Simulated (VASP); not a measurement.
Runs of VASP 6.6.1 on TePt2. The structure is that of space group P6/mmm (No. 191), or close to it. The cells are those of the table. 

```tsv
task	cell	k mesh	cutoff (eV)	gap on the mesh (eV)	pressure (GPa)	relaxed volume (Å³/atom)
single point	a = 4.695, b = 4.695, c = 2.975 Å, angles 90.0, 90.0, 120.0°, 3 atoms	12 × 12 × 16	520	none	(a)	-
single point	a = 4.709, b = 4.709, c = 2.947 Å, angles 90.0, 90.0, 120.0°, 3 atoms	6 × 6 × 6	520	none	-0.4	-
relaxation of cell and atoms	relaxed from a = 4.709, b = 4.709, c = 2.947 Å, angles 90.0, 90.0, 120.0°, 3 atoms	12 × 12 × 16	600	none	0.0	18.90
relaxation of cell and atoms	relaxed from a = 4.881, b = 4.881, c = 3.103 Å, angles 90.0, 90.0, 120.0°, 3 atoms	6 × 6 × 6	600	none	0.3	18.79
```

Alike in all rows: level PBE; potentials or basis VASP PAW PBE potentials, release 64 (Te, Pt); no spin polarisation; smearing gaussian 0.1 eV.

Question: Estimate the missing entries.

Answer: (a) -0.3.

Caveats: spin-orbit coupling is left out, which moves the levels of the heavy elements.

A k mesh can miss the band edges, and the runs leave out spin-orbit coupling on Pt, Te.

A gap of «none» marks levels without a gap at the run's occupations.
